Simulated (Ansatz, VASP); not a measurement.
**TiGe4Mo in VASP and in Ansatz**

```
Ti Ge Mo
1.0
     2.50326   -4.36434    0.00000
     2.50326    4.36434    0.00000
     0.00000    0.00000    5.00651
Ti Ge Mo
1 4 1
Direct
  0.00000 0.00000 0.00000
  0.66167 0.33833 0.00000
  0.16167 0.83833 0.50000
  0.33833 0.66167 0.00000
  0.83833 0.16167 0.50000
  0.50000 0.50000 0.50000
```

Alike in both runs: task relaxation of cell and atoms; functional PBE; k mesh 4 × 4 × 4; occupations gaussian, width 0.1 eV; no spin polarisation.

```csv
,VASP,Ansatz
version,VASP 6.6.1,Ansatz 0.2.0
potentials or method,"VASP PAW PBE potentials, release 64 (Ti_sv, Ge_d, Mo_sv), cutoff 600 eV","scalar-relativistic, plane waves, PAW"
valence electrons in the cell,82,82
```

```tsv
	VASP	Ansatz	Ansatz less VASP
gap on the k mesh at the Fermi level, each at its own relaxed structure (eV)	none	none	-
relaxed volume (Å³/atom)	15.76	15.75	-0.011
relaxed cell length with the largest relative difference (Å)	4.743	4.740	-0.0030
```

A gap of «none» marks a metal or a gap that the smearing closes.

The k mesh is coarse, so the values compare programs but aren't converged.
